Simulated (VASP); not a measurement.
A run of VASP 6.6.1 is set up as follows.

Contents of INCAR:

```
SYSTEM = Ca8CO
PREC = Accurate
ENCUT = 520
EDIFF = 1E-7
ISMEAR = 0
SIGMA = 0.1
LREAL = .FALSE.
LASPH = .TRUE.
NELM = 60
ALGO = Normal
ISIF = 2
LWAVE = .FALSE.
LCHARG = .FALSE.
LDIPOL = .TRUE.
IDIPOL = 3
DIPOL = 0.5 0.5 0.281
GGA = PE
NBANDS = 56
```

File KPOINTS:

```
regular mesh
0
G
  4 4 1
  0 0 0
```

The input POSCAR:

```
Ca8CO
1.0
    7.8132359319      0.0000000000      0.0000000000
    0.0000000000      7.8132359319      0.0000000000
    0.0000000000      0.0000000000     20.6093934330
Ca C O
8 1 1
Direct
    0.2500000000      0.2500000000      0.1940862555
    0.2500000000      0.7500000000      0.1940862555
    0.7500000000      0.2500000000      0.1940862555
    0.7500000000      0.7500000000      0.1940862555
    0.0000000000      0.0000000000      0.3206981057
    0.0000000000      0.5000000000      0.3206981057
    0.5000000000      0.0000000000      0.3206981057
    0.5000000000      0.5000000000      0.3206981057
    0.1834462693      0.7500000000      0.3750422572
    0.3165537307      0.7500000000      0.3750422572
```

Potentials or basis: VASP PAW PBE potentials, release 64 (Ca_sv, C, O).

Command:

```console
$ cat potpaw_PBE.64/Ca_sv/POTCAR potpaw_PBE.64/C/POTCAR potpaw_PBE.64/O/POTCAR > POTCAR
$ mpirun -np 1 vasp_std > vasp.out
```

(1) Estimate the band gap on the k mesh.

(2) Predict the largest force.

## Answers

(1) zero (bands 45 and 46 overlap by 0.08 eV).

(2) 24.216 eV/Å.
